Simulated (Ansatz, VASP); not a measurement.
**One calculation of Pt, two programs**

```
Pt
1.0
     2.81374    0.00000    0.00000
    -1.40687    2.43677    0.00000
     0.00000    0.00000    4.89596
Pt
2
Direct
  0.33333 0.66667 0.25000
  0.66667 0.33333 0.75000
```

Alike in both runs: task single point; functional BLYP; k mesh 14 × 14 × 7; occupations fermi-dirac, width 0.1 eV; no spin polarisation.

|  | VASP | Ansatz |
| --- | --- | --- |
| version | VASP 6.6.1 | Ansatz 0.2.0 |
| potentials or method | VASP PAW PBE potentials, release 64 (Pt_sv_GW), cutoff 570 eV | plane waves (420 eV) with PAW, scalar-relativistic |
| valence electrons in the cell | 36 | 36 |

```tsv
	VASP	Ansatz	Ansatz less VASP
pressure (GPa)	-0.4	0.0	+0.34
traceless stress, the component that is largest in VASP (GPa)	-0.33	-0.19	+0.144
```

VASP's potentials were made for PBE, not for BLYP.

Spin-orbit coupling is off throughout.
